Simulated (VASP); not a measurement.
A run of VASP 6.6.1 is set up as follows.

File INCAR:

```
ALGO = Normal ; EDIFF = 1E-6
ENCUT = 520 ; GGA = PE
ISIF = 2 ; ISMEAR = 0
LASPH = T ; LCHARG = F
LREAL = F ; LWAVE = F
NBANDS = 16 ; NELM = 100
PREC = Accurate ; SIGMA = 0.05
```

The input KPOINTS:

```
k-points
0
Gamma
  12 12 6
```

File POSCAR:

```
Si
1.0
    3.9946794941      0.0000000000      0.0000000000
   -1.9973397471      3.4594939219      0.0000000000
    0.0000000000      0.0000000000      5.9153213949
Si
4
Direct
    0.3333333333      0.6666666667      0.0864996323
    0.6666666667      0.3333333333      0.5864996323
    0.3333333333      0.6666666667      0.4135003677
    0.6666666667      0.3333333333      0.9135003677
```

Potentials or basis: VASP PAW PBE potentials, release 64 (Si).

Command:

```sh
$ cat potpaw_PBE.64/Si/POTCAR > POTCAR
$ mpirun -np 1 vasp_std > vasp.out
```

**Question.** Estimate the band gap on the k mesh.

**Answer.** Zero (bands 8 and 9 overlap by 0.89 eV).

**Question.** Estimate the pressure.

**Answer.** 12.6 GPa.

**Question.** Estimate the largest force.

**Answer.** 9.289 eV/Å.

Stress tensor (GPa, compression positive):
```
-10.76   0.00   0.00
  0.00 -10.76   0.00
  0.00   0.00  59.41
```

Caveat: the stress differs along the axes, from -11 to 59 GPa; forces of over 1 eV/Å act on the atoms, so gaps and moduli don't describe the material at rest.
